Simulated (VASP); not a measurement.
FeO:

```
CELL_PARAMETERS angstrom
1.51882 0.87689 2.51958
-1.51882 0.87689 2.51958
0.00000 -3.50757 5.03915
ATOMIC_POSITIONS crystal
Fe 0.00000 0.00000 0.00000
Fe 0.00000 0.00000 0.50000
O 0.50000 0.50000 0.25000
O 0.50000 0.50000 0.75000
```

Base run:

| Property | Result |
| --- | --- |
| Program | VASP 6.6.1 |
| Functional | PBE |
| Potentials or basis | VASP PAW PBE potentials, release 64 (Fe, O) |
| Cutoff | 520 eV |
| k mesh | 9 × 9 × 5 |
| Occupations | fermi-dirac, width 0.05 eV |
| Spin | collinear spin, antiferromagnetic start |
| Starting moments | [4.0, -4.0, 0.0, 0.0] μB |
| Hubbard terms | Fe d U = 4.0 eV |

Its results: band gap on the k mesh zero (filled and empty bands overlap); pressure 1.7 GPa.

The run is repeated on the same cell with these changes: spin from collinear spin, antiferromagnetic start to no spin polarisation; further incar settings from ALGO = Normal; EDIFF = 1e-06; NBANDS = 26 to ALGO = Normal; EDIFF = 1e-06; NBANDS = 22. What comes out?

Band gap on the k mesh 2.14 eV; pressure -18.8 GPa.

Caveats: the stress differs along the axes, from -1 to 6 GPa (at least some runs); the cell stands under tension (at least some runs).

A k mesh can miss the band edges.
